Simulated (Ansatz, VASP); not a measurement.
Two plane-wave programs on Ge3PdO4

```
CELL_PARAMETERS angstrom
-2.87327 2.87327 2.87327
2.87327 -2.87327 2.87327
2.87327 2.87327 -2.87327
ATOMIC_POSITIONS crystal
Ge 0.00000 0.50000 0.50000
Ge 0.50000 0.00000 0.50000
Ge 0.50000 0.50000 0.00000
Pd 0.00000 0.00000 0.00000
O 0.50000 0.50000 0.50000
O 0.00000 0.00000 0.50000
O 0.00000 0.50000 0.00000
O 0.50000 0.00000 0.00000
```

Alike in both runs: functional PBE; k mesh 4 × 4 × 4; occupations gaussian, width 0.1 eV; no spin polarisation.

Ansatz relaxed the structure, and its values are those at the end. VASP's run is a single point on that final structure, the one shown.

|  | VASP | Ansatz |
| --- | --- | --- |
| version | VASP 6.6.1 | Ansatz 0.2.0 |
| potentials or method | VASP PAW PBE potentials, release 64 (Ge_d, Pd, O), cutoff 520 eV | scalar-relativistic, plane waves, PAW |
| valence electrons in the cell | 76 | 84 |

|  | VASP | Ansatz | Ansatz less VASP |
| --- | --- | --- | --- |
| gap on the k mesh at the Fermi level (eV) | none | none | - |
| pressure (GPa) | 0.3 | 0.3 | 0.00 |

A gap of «none» marks a metal or a gap that the smearing closes. VASP's potentials hold 76 valence electrons a cell and Ansatz's 84, so a difference there can come from the potentials and not from the codes.

The k mesh is coarse, so the values compare programs but aren't converged.
